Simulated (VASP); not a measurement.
ZnGa3, 4 atoms in the cell. The structure is cubic, space group Pm-3m (No. 221). Conventional cell: a = 4.044 Å, b = 4.044 Å, c = 4.044 Å, α = 90.00°, β = 90.00°, γ = 90.00°. Zn (site symmetry m-3m) has 12 Ga at 2.86 Å within 3.8 Å. Within 3.8 Å of Ga (site symmetry 4/mmm) lie 4 Zn at 2.86 Å and 8 Ga at 2.86 Å. 

```yaml
Program: VASP 6.6.1
Task: single point
Functional: r2SCAN
Potentials_or_basis: VASP PAW PBE potentials, release 64 (Zn, Ga_d)
Cutoff: 520 eV
k_mesh: 10 × 10 × 10
Occupations: fermi-dirac, width 0.1 eV
Spin: no spin polarisation
Dipole_correction: no
Further_INCAR_settings: ALGO = Normal; EDIFF = 1e-07; NBANDS = 34
```

Potentials or basis: VASP PAW PBE potentials, release 64 (Zn, Ga_d).

Run with:

```sh
$ cat potpaw_PBE.64/Zn/POTCAR potpaw_PBE.64/Ga_d/POTCAR > POTCAR
$ cp INCAR.step1 INCAR
$ mpirun -np 1 vasp_std > vasp.out
$ cp INCAR.step2 INCAR
$ mpirun -np 1 vasp_std > vasp.out
```

Hardware: 1 thread of Intel Xeon 8259CL (shared host).

Q: Estimate the wall time of this run.

A: It took 10 min on 1 thread of Intel Xeon 8259CL, on a shared host, peak memory 0.25 GiB. Counts: k points 56.
